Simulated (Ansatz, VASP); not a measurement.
**Sr2C: VASP beside Ansatz**

```
C Sr
1.0
     0.00000    3.36014    3.36014
     3.36014    0.00000    3.36014
     3.36014    3.36014    0.00000
C Sr
1 2
Cartesian
  0.0000 0.0000 0.0000
  1.6801 1.6801 1.6801
  5.0402 5.0402 5.0402
```

Alike in both runs: task single point; functional PBE; k mesh 6 × 6 × 6; occupations fermi-dirac, width 0.02 eV; no spin polarisation.

```csv
,VASP,Ansatz
version,VASP 6.6.1,Ansatz 0.2.0
potentials or method,"VASP PAW PBE potentials, release 64 (C, Sr_sv)","plane waves, PAW"
plane-wave cutoff (eV),520,420
valence electrons in the cell,24,24
```

|  | VASP | Ansatz | Ansatz less VASP |
| --- | --- | --- | --- |
| pressure (GPa) | 0.6 | 0.3 | -0.21 |

With one functional, cell and mesh, what is left measures potentials, basis and numerics.
